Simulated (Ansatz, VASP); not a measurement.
Zr in VASP and in Ansatz

File INCAR:

```
SYSTEM = Zr
  PREC = Accurate
  ENCUT = 520
  EDIFF = 1E-8
  ISMEAR = -1
  SIGMA = 0.08
  LREAL = .False.
  LASPH = .True.
  NELM = 100
  ALGO = Normal
  ISIF = 2
  LWAVE = .False.
  LCHARG = .False.
  GGA = PS
  LEFG = .True.
  NBANDS = 19
```

KPOINTS

```
regular mesh
0
Gamma
  13 13 7
  0 0 0
```

POSCAR

```
Zr
1.0
    3.2319982225     -0.0161599911     -0.0161599911
   -1.6299940740      2.8070725612     -0.0059149673
   -0.0257350000     -0.0257350000      5.1470000000
Zr
2
Direct
    0.3333333333      0.6666666667      0.2500000000
    0.6666666667      0.3333333333      0.7500000000
```

Input for Ansatz:

```yaml
crystal:
  lattice:
    - [3.2319982225, -0.0161599911, -0.0161599911]
    - [-1.629994074, 2.8070725612, -0.0059149673]
    - [-0.025735, -0.025735, 5.147]
  atoms:
    - { symbol: Zr, position: [0.3333333333, 0.6666666667, 0.25] }
    - { symbol: Zr, position: [0.6666666667, 0.3333333333, 0.75] }
kpoints:
  mp_grid: { grid: [13, 13, 7] }
scf:
  occupations: { method: fermi_dirac, width: 0.08 }
hamiltonian:
  xc: pbesol
  pseudopotentials: { kind: all_electron, datasets: crystal }
output:
  forces: true
  stress: true
  eigenvalues: true
  efg: { contact_densities: true }
```

Change from the starting cell: equal xy, yz and zx shear strains of -1 %, crystal datasets.

Alike in both runs: task electric field gradients; functional PBEsol; k mesh 13 × 13 × 7; occupations fermi-dirac, width 0.08 eV; no spin polarisation.

|  | VASP | Ansatz |
| --- | --- | --- |
| version | VASP 6.6.1 | Ansatz 0.2.0 |
| potentials or method | VASP PAW PBE potentials, release 64 (Zr_sv), cutoff 520 eV | all-electron PAW with datasets made for the crystal, scalar-relativistic |

```tsv
	VASP	Ansatz	Ansatz less VASP
pressure (GPa)	-3.2	-3.2	-0.03
traceless stress, the component that is largest in VASP (GPa)	0.45	0.45	-0.001
rms of the force components (eV/Å)	0.011	0.011	0.0000
size of Vzz on the site where it differs most (V/Å²)	41.9	42.5	+0.56
```

VASP's potentials were made for PBE, not for PBEsol. Atom by atom the forces differ by 0.000 eV/Å (rms over components). Ansatz ran all-electron here, and VASP with PAW potentials.
